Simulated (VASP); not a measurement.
# Y2MoH2 in VASP: notebook, part 2 of 2

VASP 6.6.1.

### Step 3. Single point, r2SCAN

POSCAR reads:

```
Y2MoH2
1.0
    1.8743350000      3.2464400000      0.0000000000
   -1.8743350000      3.2464400000      0.0000000000
    0.0000000000      0.0000000000      6.1499870000
H Y Mo
2 2 1
Direct
    0.3333000000      0.3334000000      0.6070000000
    0.6667000000      0.6666000000      0.3930000000
    0.3333000000      0.3334000000      0.2265000000
    0.6667000000      0.6666000000      0.7735000000
    0.0000000000      0.0000000000      0.0000000000
```

INCAR.step1 reads:

```
PREC     = Accurate       # precision mode
ENCUT    = 520            # plane-wave cutoff, eV
ISMEAR   = -1             # smearing method
SIGMA    = 0.1            # smearing width, eV
LREAL    = F              # projectors in reciprocal space
LASPH    = T              # aspherical terms in the spheres
NELM     = 80             # most SCF steps
NBANDS   = 27             # bands
GGA      = PE             # functional
ALGO     = Normal         # electronic algorithm
EDIFF    = 1E-4           # SCF threshold, eV
LWAVE    = T              # write WAVECAR
LCHARG   = F              # write CHGCAR
```

INCAR.step2 reads:

```
PREC     = Accurate       # precision mode
ENCUT    = 520            # plane-wave cutoff, eV
EDIFF    = 1E-6           # SCF threshold, eV
ISMEAR   = -1             # smearing method
SIGMA    = 0.1            # smearing width, eV
LREAL    = F              # projectors in reciprocal space
LASPH    = T              # aspherical terms in the spheres
NELM     = 80             # most SCF steps
ALGO     = Normal         # electronic algorithm
ISIF     = 2              # what is computed and relaxed
LWAVE    = F              # write WAVECAR
LCHARG   = F              # write CHGCAR
METAGGA  = R2SCAN         # meta-GGA
LMIXTAU  = T            
NBANDS   = 27             # bands
ISTART   = 1
```

KPOINTS reads:

```
regular mesh
0
Gamma
  6 6 3
```

Potentials or basis: VASP PAW PBE potentials, release 64 (H, Y_sv, Mo_sv).

The run is started by

```console
$ cat potpaw_PBE.64/H/POTCAR potpaw_PBE.64/Y_sv/POTCAR potpaw_PBE.64/Mo_sv/POTCAR > POTCAR
$ cp INCAR.step1 INCAR
$ mpirun -np 1 vasp_std > vasp.out
$ cp INCAR.step2 INCAR
$ mpirun -np 1 vasp_std > vasp.out
```

OUTCAR:

```text
PREC = Accurate
   ENCUT = 520
   EDIFF = 1E-6
   ISMEAR = -1
   LREAL = F
   LASPH = T
   NELM = 80
   ISIF = 2
   METAGGA = R2SCAN
   ISTART = 1

 ion  position               nearest neighbor table
   1  0.333  0.333  0.607-   3 2.34   4 2.39   4 2.39   4 2.39
   2  0.667  0.667  0.393-   4 2.34   3 2.39   3 2.39   3 2.39
   3  0.333  0.333  0.227-   1 2.34   2 2.39   2 2.39   2 2.39   5 2.57   5 2.57   5 2.57   4 3.53
                             4 3.53   4 3.53   4 4.00   4 4.00   4 4.00
   4  0.667  0.667  0.773-   2 2.34   1 2.39   1 2.39   1 2.39   5 2.57   5 2.57   5 2.57   3 3.53
                             3 3.53   3 3.53   3 4.00   3 4.00   3 4.00
   5  0.000  0.000  0.000-   4 2.57   3 2.57   4 2.57   3 2.57   4 2.57   3 2.57

  LATTYP: Found a hexagonal cell.
 ALAT       =     3.7486670119
 C/A-ratio  =     1.6405796995

  Lattice vectors:

 A1 = (   1.8743350000,  -3.2464400000,   0.0000000000)
 A2 = (   1.8743350000,   3.2464400000,   0.0000000000)
 A3 = (   0.0000000000,   0.0000000000,   6.1499870000)

Analysis of symmetry for initial positions (statically):
=====================================================================
 Subroutine PRICEL returns:
 Original cell was already a primitive cell.

 Routine SETGRP: Setting up the symmetry group for a
 hexagonal supercell.

 Subroutine GETGRP returns: Found  4 space group operations
 (whereof  4 operations were pure point group operations)
 out of a pool of 24 trial point group operations.

The static configuration has the point symmetry C_2h.

Analysis of symmetry for dynamics (positions and initial velocities):
=====================================================================
 Subroutine PRICEL returns:
 Original cell was already a primitive cell.

[... 129 lines left out ...]
   EFERMI_NEDOS =   21; number of points for ismear=-14 and -15
   IALGO  =     38    algorithm
   IMIX   =      4    mixing-type and parameters
     AMIX     =   0.40;   BMIX     =  1.00
     AMIX_MAG =   1.60;   BMIX_MAG =  1.00
  volume/ion in A,a.u.               =      14.97       101.01
  Fermi-wavevector in a.u.,A,eV,Ry     =   1.306020  2.468020 23.207291  1.705688
  Thomas-Fermi vector in A             =   2.436850
   LORBIT       =      0    0 simple, 1 ext, 2 COOP (PROOUT), +10 PAW based schemes
   METAGGA = R2SCAN    functional components
   LHFCALC =     F    Hartree Fock is set to
   AEXX    =    0.0000 exact exchange contribution
   IVDW    =     0    specifies the selected vdW correction
   LEPSILON=     F    determine dielectric tensor
   LRPA    =     F    only Hartree local field effects (RPA)
 non-spin polarized calculation
  energy-cutoff  :      520.00
  volume of cell :       74.84
 maximum number of plane-waves:      2027
   NGX = 13   NGY = 13   NGZ = 23

 number of electron      37.9999999 magnetization

 Free energy of the ion-electron system (eV)
  ---------------------------------------------------
  ext. energy  EPLUGINS =         0.00000000
  ---------------------------------------------------
  free energy    TOTEN  =       -70.15672681 eV

  energy without entropy =      -69.98929158  energy(sigma->0) =      -70.07300920

 E-fermi :   4.8188     XC(G=0): -11.4018

 val. band max:        4.8094274233   @ k =   0.3333   0.5000   0.3333
 cond. band min:       4.8413321556   @ k =   0.0000  -0.3333   0.3333
 fundamental gap:      0.0319047323
 Fermi energy:         4.8188399660

 k-point     1 :       0.0000    0.0000    0.0000
  band No.  band energies     occupation
      1     -56.3475      2.00000
      2     -37.9748      2.00000
      3     -37.9718      2.00000
      4     -30.0480      2.00000
      5     -30.0478      2.00000
      6     -29.8647      2.00000
[... 709 lines left out ...]
     26      10.4599      0.00000
     27      10.4799      0.00000

 [... further k-points ...]

------------------------ aborting loop because EDIFF is reached ----------------------------------------

  FORCE on cell =-STRESS in cart. coord.  units (eV):
  Direction    XX          YY          ZZ          XY          YZ          ZX
  --------------------------------------------------------------------------------------
  -------------------------------------------------------------------------------------
  Total        7.5383427      7.5352196     14.0521393     -0.0026908     -0.0012431      0.0021530
  in kB      161.3718105    161.3049546    300.8113651     -0.0576019     -0.0266101      0.0460885
  external PRESSURE =     207.8293768 kB  Pullay stress =       0.0000000 kB

 VOLUME and BASIS-vectors are now :
 -----------------------------------------------------------------------------
  energy-cutoff  :      520.00
  volume of cell :       74.84
      direct lattice vectors                 reciprocal lattice vectors
     1.874335000  3.246440000  0.000000000     0.266761278  0.154014859  0.000000000
    -1.874335000  3.246440000  0.000000000    -0.266761278  0.154014859  0.000000000
     0.000000000  0.000000000  6.149987000     0.000000000  0.000000000  0.162601970

 POSITION                                       TOTAL-FORCE (eV/Angst)
 -----------------------------------------------------------------------------------
     -0.00019      2.16440      3.73304         0.000488     -0.000282      0.204307
      0.00019      4.32848      2.41694        -0.000488      0.000282     -0.204307
     -0.00019      2.16440      1.39297         0.001505     -0.000869      5.515870
      0.00019      4.32848      4.75701        -0.001505      0.000869     -5.515870
      0.00000      0.00000      0.00000         0.000000      0.000000      0.000000
 -----------------------------------------------------------------------------------
    total drift:                                0.000000      0.000000     -0.000000

  FREE ENERGIE OF THE ION-ELECTRON SYSTEM (eV)
  ---------------------------------------------------
  free  energy   TOTEN  =       -70.1567268125 eV

  energy  without entropy=      -69.9892915847  energy(sigma->0) =      -70.07300920
```

OUTCAR.step1:

```text
PREC = Accurate
   ENCUT = 520
   ISMEAR = -1
   LREAL = F
   LASPH = T
[... 953 lines left out ...]
      0.00019      4.32848      2.41694        -0.000453      0.000261     -0.221259
     -0.00019      2.16440      1.39297         0.001496     -0.000864      5.289613
      0.00019      4.32848      4.75701        -0.001496      0.000864     -5.289613
      0.00000      0.00000      0.00000         0.000000      0.000000      0.000000
 -----------------------------------------------------------------------------------
    total drift:                                0.000000      0.000000     -0.000000

  FREE ENERGIE OF THE ION-ELECTRON SYSTEM (eV)
  ---------------------------------------------------
  free  energy   TOTEN  =       -27.0973598138 eV

  energy  without entropy=      -26.9302209290  energy(sigma->0) =      -27.01379037
```

OSZICAR.step1:

```text
N       E                     dE             d eps       ncg     rms          rms(c)
DAV:   1     0.264007994907E+03    0.26401E+03   -0.19890E+04  1836   0.139E+03
DAV:   2    -0.131799243784E+02   -0.27719E+03   -0.27053E+03  2125   0.375E+02
DAV:   3    -0.281825042314E+02   -0.15003E+02   -0.14693E+02  3090   0.635E+01
DAV:   4    -0.286477808559E+02   -0.46528E+00   -0.46274E+00  2397   0.965E+00
DAV:   5    -0.286574201196E+02   -0.96393E-02   -0.96343E-02  2470   0.121E+00    0.535E+01
DAV:   6    -0.275912258439E+02    0.10662E+01   -0.92538E+00  2262   0.135E+01    0.377E+01
DAV:   7    -0.285789806868E+02   -0.98775E+00   -0.15035E+01  1967   0.175E+01    0.101E+01
DAV:   8    -0.271220785554E+02    0.14569E+01   -0.11350E+01  1907   0.143E+01    0.439E+00
DAV:   9    -0.270992071152E+02    0.22871E-01   -0.42183E-01  2194   0.321E+00    0.145E+00
DAV:  10    -0.270976100233E+02    0.15971E-02   -0.38378E-02  2493   0.989E-01    0.586E-01
DAV:  11    -0.270973751385E+02    0.23488E-03   -0.43602E-03  2629   0.352E-01    0.276E-01
DAV:  12    -0.270973598138E+02    0.15325E-04   -0.97672E-04  2018   0.182E-01
   1 F= -.27097360E+02 E0= -.27013790E+02  d E =-.167139E+00
```

Wall time 2.6 min (1 thread of AMD EPYC 9R45 (Zen 5), shared host); peak memory 0.22 GiB.

What came out:

| Quantity | Value |
| --- | --- |
| Free energy | -70.1567 eV |
| Pressure | 20.8 GPa |
| Largest force | 5.516 eV/Å |
| Band gap on the k mesh | zero (bands 19 and 20 overlap by 0.99 eV) |

Forces in eV/Å, atoms in the order of the input:
```
H    0.000  0.000  0.204
H    0.000  0.000 -0.204
Y    0.002 -0.001  5.516
Y   -0.002  0.001 -5.516
Mo   0.000  0.000  0.000
```

Caveat: the stress differs along the axes, from 16 to 30 GPa; the PAW data sets were made with another functional, which shifts forces and pressure a little.

### Step 4. Single point, r2SCAN, collinear spin

POSCAR is that of step 3.

INCAR.step1 reads:

```
SYSTEM = Y2MoH2
ALGO = Normal
EDIFF = 1E-4
ENCUT = 520
GGA = PE
ISMEAR = -1
ISPIN = 2
LASPH = .True.
LCHARG = .False.
LMAXMIX = 4
LREAL = .False.
LWAVE = .True.
MAGMOM = 0.02 0.02 0.03 0.03 0.88
NBANDS = 31
NELM = 150
PREC = Accurate
SIGMA = 0.1
```

INCAR.step2 reads:

```
SYSTEM = Y2MoH2
ALGO = Normal
EDIFF = 1E-7
ENCUT = 520
ISIF = 2
ISMEAR = -1
ISPIN = 2
ISTART = 1
LASPH = .True.
LCHARG = .False.
LMAXMIX = 4
LMIXTAU = .True.
LORBIT = 11
LREAL = .False.
LWAVE = .False.
MAGMOM = 0.02 0.02 0.03 0.03 0.88
METAGGA = R2SCAN
NBANDS = 31
NELM = 150
PREC = Accurate
SIGMA = 0.1
```

KPOINTS reads:

```
k-points
0
Gamma
  6 6 3
  0 0 0
```

The run is started by

```console
$ cat potpaw_PBE.64/H/POTCAR potpaw_PBE.64/Y_sv/POTCAR potpaw_PBE.64/Mo_sv/POTCAR > POTCAR
$ cp INCAR.step1 INCAR
$ mpirun -np 1 vasp_std > vasp.out
$ cp INCAR.step2 INCAR
$ mpirun -np 1 vasp_std > vasp.out
```

Wall time 6.3 min (1 thread of AMD EPYC 9R45 (Zen 5), shared host); peak memory 0.3 GiB.

The run converged. Its results:

```
Free energy                                           : -70.2783 eV
Pressure                                              : 21.2 GPa
Largest force                                         : 5.565 eV/Å
Net moment                                            : 1.12 μB per cell
Site moments                                          : H +0.01; Y +0.12; Mo +0.98 μB
Valence electrons inside the program's atomic spheres : H 0.53; Y 10.19; Mo 13.16
```

Forces in eV/Å, atoms in the order of the input:
```
H    0.000  0.000  0.190
H    0.000  0.000 -0.190
Y    0.001 -0.001  5.565
Y   -0.001  0.001 -5.565
Mo   0.000  0.000  0.000
```

Stress tensor (GPa, compression positive):
```
16.58 -0.01  0.00
-0.01 16.57  0.00
 0.00  0.00 30.40
```

Levels at points of the mesh, in eV from the Fermi level:
Spin up:
```tsv
k point	band 17	band 18	band 19	band 20	band 21	band 22	band 23	band 24
(0.00, 0.00, 0.00)	-2.25	-2.18	-2.18	-1.00	2.20	2.20	3.41	5.21
(0.50, 0.00, 0.00)	-1.32	-0.67	0.16	0.22	0.82	2.02	2.26	3.69
(0.00, 0.50, 0.00)	-1.32	-0.67	0.16	0.22	0.82	2.02	2.26	3.69
```
Spin down:
| k point | band 17 | band 18 | band 19 | band 20 | band 21 | band 22 |
| --- | --- | --- | --- | --- | --- | --- |
| (0.00, 0.00, 0.00) | -1.90 | -1.09 | -1.08 | -0.73 | 2.34 | 2.34 |
| (0.50, 0.00, 0.00) | -0.12 | 0.10 | 0.39 | 0.75 | 1.31 | 2.07 |
| (0.00, 0.50, 0.00) | -0.12 | 0.10 | 0.39 | 0.75 | 1.31 | 2.07 |

Caveat: the stress differs along the axes, from 17 to 30 GPa; the PAW data sets were made with another functional, which shifts forces and pressure a little.

The gap in the log of VASP goes by the Fermi energy; the results here count the filled bands.